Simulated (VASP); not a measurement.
# BaTe in VASP: further runs, part 2 of 2

VASP 6.6.1.

## Step 3: Single point, PBE

This run uses another cell than the first one, of 54.04 Å³/atom.

INCAR reads:

```
SYSTEM = BaTe
  ALGO = Normal
  EDIFF = 1E-6
  ENCUT = 520
  GGA = PE
  ISIF = 2
  ISMEAR = 0
  LASPH = .TRUE.
  LCHARG = .FALSE.
  LREAL = .FALSE.
  LWAVE = .FALSE.
  NBANDS = 24
  NELM = 100
  PREC = Accurate
  SIGMA = 0.05
```

KPOINTS reads:

```
k-points
0
G
  8 8 4
  0 0 0
```

POSCAR reads:

```
BaTe
1.0
    5.9702102791      0.0000000000      0.0000000000
   -2.9851051396      5.1703537676      0.0000000000
    0.0000000000      0.0000000000      7.0024277399
Ba Te
2 2
Direct
    0.6666666667      0.3333333333      0.0625865676
    0.3333333333      0.6666666667      0.5625865676
    0.6666666667      0.3333333333      0.5626134324
    0.3333333333      0.6666666667      0.0626134324
```

Potentials or basis: VASP PAW PBE potentials, release 64 (Ba_sv, Te).

Command:

```
cat potpaw_PBE.64/Ba_sv/POTCAR potpaw_PBE.64/Te/POTCAR > POTCAR
mpirun -np 1 vasp_std > vasp.out
```

OUTCAR:

```text
SYSTEM = BaTe
   EDIFF = 1E-6
   ENCUT = 520
   GGA = PE
   ISIF = 2
   ISMEAR = 0
   LASPH = .TRUE.
   LREAL = .FALSE.
   NELM = 100
   PREC = Accurate

 ion  position               nearest neighbor table
   1  0.667  0.333  0.063-   4 3.45   4 3.45   4 3.45   3 3.50   3 3.50
   2  0.333  0.667  0.563-   3 3.45   3 3.45   3 3.45   4 3.50   4 3.50
   3  0.667  0.333  0.563-   2 3.45   2 3.45   2 3.45   1 3.50   1 3.50
   4  0.333  0.667  0.063-   1 3.45   1 3.45   1 3.45   2 3.50   2 3.50

  LATTYP: Found a hexagonal cell.
 ALAT       =     5.9702102791
 C/A-ratio  =     1.1728946574

  Lattice vectors:

 A1 = (   5.9702102791,   0.0000000000,   0.0000000000)
 A2 = (  -2.9851051396,   5.1703537676,   0.0000000000)
 A3 = (   0.0000000000,   0.0000000000,   7.0024277399)

Analysis of symmetry for initial positions (statically):
=====================================================================
 Subroutine PRICEL returns:
 Original cell was already a primitive cell.

 Routine SETGRP: Setting up the symmetry group for a
 hexagonal supercell.

 Subroutine GETGRP returns: Found 12 space group operations
 (whereof  6 operations were pure point group operations)
 out of a pool of 24 trial point group operations.

The static configuration has the point symmetry C_3v.
 The point group associated with its full space group is C_6v.

Analysis of symmetry for dynamics (positions and initial velocities):
=====================================================================
 Subroutine PRICEL returns:
 Original cell was already a primitive cell.

 Routine SETGRP: Setting up the symmetry group for a
 hexagonal supercell.

 Subroutine GETGRP returns: Found 12 space group operations
 (whereof  6 operations were pure point group operations)
 out of a pool of 24 trial point group operations.

The dynamic configuration has the point symmetry C_3v.
 The point group associated with its full space group is C_6v.

 Subroutine INISYM returns: Found 12 space group operations
 (whereof  6 operations are pure point group operations),
 and found     1 'primitive' translations

----------------------------------------------------------------------------------------

                                     Primitive cell

  volume of cell :     216.1516

  direct lattice vectors                    reciprocal lattice vectors
     5.970210279  0.000000000  0.000000000     0.167498288  0.096705182  0.000000000
    -2.985105140  5.170353768  0.000000000     0.000000000  0.193410363  0.000000000
     0.000000000  0.000000000  7.002427740     0.000000000  0.000000000  0.142807614

  length of vectors
     5.970210279  5.970210279  7.002427740     0.193410363  0.193410363  0.142807614

  position of ions in fractional coordinates (direct lattice)
     0.666666667  0.333333333  0.062586568
     0.333333333  0.666666667  0.562586568
     0.666666667  0.333333333  0.562613432
     0.333333333  0.666666667  0.062613432

  ion indices of the primitive-cell ions
   primitive index   ion index
                 1           1
                 2           2
                 3           3
                 4           4

----------------------------------------------------------------------------------------

 KPOINTS: k-points

Automatic generation of k-mesh.
 Grid dimensions read from file:
 generate k-points for:    8    8    4

 Generating k-lattice:

  Cartesian coordinates                     Fractional coordinates (reciprocal lattice)
     0.020937286  0.012088148  0.000000000     0.125000000  0.000000000  0.000000000
     0.000000000  0.024176295  0.000000000     0.000000000  0.125000000  0.000000000
     0.000000000  0.000000000  0.035701904     0.000000000  0.000000000  0.250000000

  Length of vectors
     0.024176295  0.024176295  0.035701904

  Shift w.r.t. Gamma in fractional coordinates (k-lattice)
     0.000000000  0.000000000  0.000000000

 Subroutine IBZKPT returns following result:
 ===========================================

 Found     30 irreducible k-points:

 Following reciprocal coordinates:
            Coordinates               Weight
  0.000000  0.000000  0.000000      1.000000
  0.125000  0.000000  0.000000      6.000000
  0.250000  0.000000  0.000000      6.000000
  0.375000  0.000000  0.000000      6.000000
  0.500000  0.000000  0.000000      3.000000
  0.125000  0.125000  0.000000      6.000000
[... 16 lines left out ...]
  0.250000  0.000000  0.500000      6.000000
  0.375000  0.000000  0.500000      6.000000
 [... further k-points ...]
   k-points           NKPTS =     30   k-points in BZ     NKDIM =     30   number of bands    NBANDS=     24
   number of dos      NEDOS =    301   number of ions     NIONS =      4
   total plane-waves  NPLWV = 124416
   dimension x,y,z NGX =    48 NGY =   48 NGZ =   54
   dimension x,y,z NGXF=    96 NGYF=   96 NGZF=  108
   ions per type =               2   2
   NGX,Y,Z   is equivalent  to a cutoff of  13.37, 13.37, 12.82 a.u.
   NGXF,Y,Z  is equivalent  to a cutoff of  26.73, 26.73, 25.64 a.u.
 SYSTEM =  BaTe
   PREC   = accura    normal or accurate (medium, high low for compatibility)
   ISTART =      0    job   : 0-new  1-cont  2-samecut
   ICHARG =      2    charge: 1-file 2-atom 10-const
   ISPIN  =      1    spin polarized calculation?
   LNONCOLLINEAR =      F non collinear calculations
   LSORBIT =      F    spin-orbit coupling
   LASPH  =      T    aspherical Exc in radial PAW
   ENCUT  =  520.0 eV  38.22 Ry    6.18 a.u.  11.10 11.10 13.02*2*pi/ulx,y,z
   NELM   =    100;   NELMIN=  2; NELMDL= -5     # of ELM steps
   EDIFF  = 0.1E-05   stopping-criterion for ELM
   LREAL  =      F    real-space projection
   EDIFFG = 0.1E-04   stopping-criterion for IOM
   NSW    =      0    number of steps for IOM
   IBRION =     -1    ionic relax: 0-MD 1-quasi-New 2-CG
   NFREE  =      0    steps in history (QN), initial steepest desc. (CG)
   ISIF   =      2    stress and relaxation
   ISYM   =      2    0-nonsym 1-usesym 2-fastsym
   POTIM  = 0.5000    time-step for ionic-motion
   TEBEG  =    0.0;   TEEND  =   0.0 temperature during run
   PSTRESS=    0.0 pullay stress
   NELECT =      32.0000    total number of electrons
   NUPDOWN=      -1.0000    fix difference up-down
   EMIN   =  10.00;   EMAX   =-10.00  energy-range for DOS
   EFERMI =   0.00;   METHOD = LEGACY
   ISMEAR =     0;   SIGMA  =   0.05  broadening in eV -4-tet -1-fermi 0-gaus
   EFERMI_NEDOS =   21; number of points for ismear=-14 and -15
   IALGO  =     38    algorithm
   IMIX   =      4    mixing-type and parameters
     AMIX     =   0.40;   BMIX     =  1.00
     AMIX_MAG =   1.60;   BMIX_MAG =  1.00
  volume/ion in A,a.u.               =      54.04       364.67
  Fermi-wavevector in a.u.,A,eV,Ry     =   0.866041  1.636581 10.204746  0.750028
  Thomas-Fermi vector in A             =   1.984373
   LORBIT       =      0    0 simple, 1 ext, 2 COOP (PROOUT), +10 PAW based schemes
   GGA     = PE    functional components
   LHFCALC =     F    Hartree Fock is set to
   AEXX    =    0.0000 exact exchange contribution
   IVDW    =     0    specifies the selected vdW correction
   LEPSILON=     F    determine dielectric tensor
   LRPA    =     F    only Hartree local field effects (RPA)
 non-spin polarized calculation
 Gauss-broadening in eV      SIGMA  =   0.05
  energy-cutoff  :      520.00
  volume of cell :      216.15
 maximum number of plane-waves:      5870
 NGX is ok and might be reduce to    48
   NGX = 23   NGY = 23   NGZ = 27

 number of electron      32.0000000 magnetization

 Free energy of the ion-electron system (eV)
  ---------------------------------------------------
  ext. energy  EPLUGINS =         0.00000000
  ---------------------------------------------------
  free energy    TOTEN  =       -16.77704029 eV

  energy without entropy =      -16.77704029  energy(sigma->0) =      -16.77704029

 E-fermi :   1.2359     XC(G=0):  -7.0833

 val. band max:        1.0218451415   @ k =   0.0000   0.0000   0.0000
 cond. band min:       2.9459830786   @ k =   0.3750   0.2500   0.0000
 fundamental gap:      1.9241379371
 Fermi energy:         1.2359386059

 k-point     1 :       0.0000    0.0000    0.0000
  band No.  band energies     occupation
      1     -26.2424      2.00000
      2     -26.2281      2.00000
      3     -11.5371      2.00000
      4     -11.4956      2.00000
      5     -11.4956      2.00000
      6     -11.4302      2.00000
[... 16 lines left out ...]
     23       5.5385      0.00000
     24       6.3414      0.00000
[... 598 lines left out ...]
      2     -26.2345      2.00000
      3     -11.6608      2.00000
      4     -11.6608      2.00000
      5     -11.4719      2.00000
      6     -11.4719      2.00000
[... 16 lines left out ...]
     23       5.6300      0.00000
     24       5.6300      0.00000

 [... further k-points ...]
[... 5 lines left out ...]
  --------------------------------------------------------------------------------------
  -------------------------------------------------------------------------------------
  Total        0.3228160      0.3228160      0.3887129     -0.0000000      0.0000000      0.0000000
  in kB        2.3928039      2.3928039      2.8812507     -0.0000000      0.0000000      0.0000000
  external PRESSURE =       2.5556195 kB  Pullay stress =       0.0000000 kB

 VOLUME and BASIS-vectors are now :
 -----------------------------------------------------------------------------
  energy-cutoff  :      520.00
  volume of cell :      216.15
      direct lattice vectors                 reciprocal lattice vectors
     5.970210279  0.000000000  0.000000000     0.167498288  0.096705182  0.000000000
    -2.985105140  5.170353768  0.000000000     0.000000000  0.193410363  0.000000000
     0.000000000  0.000000000  7.002427740     0.000000000  0.000000000  0.142807614

 POSITION                                       TOTAL-FORCE (eV/Angst)
 -----------------------------------------------------------------------------------
      2.98511      1.72345      0.43826        -0.000000      0.000000      0.000459
     -0.00000      3.44690      3.93947         0.000000     -0.000000      0.000459
      2.98511      1.72345      3.93966         0.000000     -0.000000     -0.000459
     -0.00000      3.44690      0.43845        -0.000000      0.000000     -0.000459
 -----------------------------------------------------------------------------------
    total drift:                                0.000000     -0.000000      0.000180

  FREE ENERGIE OF THE ION-ELECTRON SYSTEM (eV)
  ---------------------------------------------------
  free  energy   TOTEN  =       -16.7770402910 eV

  energy  without entropy=      -16.7770402910  energy(sigma->0) =      -16.77704029
```

OSZICAR:

```text
N       E                     dE             d eps       ncg     rms          rms(c)
DAV:   1     0.226483161507E+03    0.22648E+03   -0.12056E+04  1440   0.107E+03
DAV:   2     0.378639624580E+01   -0.22270E+03   -0.21074E+03  1928   0.203E+02
DAV:   3    -0.163201217174E+02   -0.20107E+02   -0.20000E+02  2016   0.691E+01
DAV:   4    -0.173303295296E+02   -0.10102E+01   -0.10093E+01  2328   0.127E+01
DAV:   5    -0.173436703927E+02   -0.13341E-01   -0.13338E-01  1824   0.168E+00    0.516E+00
DAV:   6    -0.168279454371E+02    0.51572E+00   -0.78510E-01  2008   0.286E+00    0.351E+00
DAV:   7    -0.167482506082E+02    0.79695E-01   -0.61345E-01  1912   0.278E+00    0.128E+00
DAV:   8    -0.167657616597E+02   -0.17511E-01   -0.78623E-02  1760   0.123E+00    0.310E-01
DAV:   9    -0.167719361413E+02   -0.61745E-02   -0.12262E-02  1848   0.477E-01    0.187E-01
DAV:  10    -0.167746088364E+02   -0.26727E-02   -0.14521E-03  1832   0.152E-01    0.622E-02
DAV:  11    -0.167768658542E+02   -0.22570E-02   -0.29973E-03  1616   0.198E-01    0.443E-02
DAV:  12    -0.167770154520E+02   -0.14960E-03   -0.22500E-04  1840   0.588E-02    0.115E-02
DAV:  13    -0.167770365595E+02   -0.21107E-04   -0.46134E-05  1736   0.251E-02    0.101E-02
DAV:  14    -0.167770395722E+02   -0.30127E-05   -0.63434E-06  1632   0.100E-02    0.157E-03
DAV:  15    -0.167770402910E+02   -0.71870E-06   -0.13306E-06  1544   0.464E-03
   1 F= -.16777040E+02 E0= -.16777040E+02  d E =-.120123E-11
```

stdout:

```text
POSCAR found type information on POSCAR BaTe
 POSCAR found :  2 types and       4 ions
 scaLAPACK will be used
 LDA part: xc-table for (Slater+PW92), standard interpolation
 POSCAR, INCAR and KPOINTS ok, starting setup
 FFT: planning ... GRIDC
 FFT: planning ... GRID_SOFT
 FFT: planning ... GRID
 WAVECAR not read
 entering main loop
```

Run time: 4.1 min. Hardware: 1 thread of Intel Xeon 6975P-C (Granite Rapids), shared host; peak memory 0.43 GiB.

Results:

```
Free energy            : -16.7770 eV
Pressure               : 0.3 GPa
Band gap on the k mesh : 1.92 eV (least direct gap 2.22 eV)
```

Caveat: spin-orbit coupling is left out, which moves the levels of the heavy elements. A k mesh can miss the band edges.
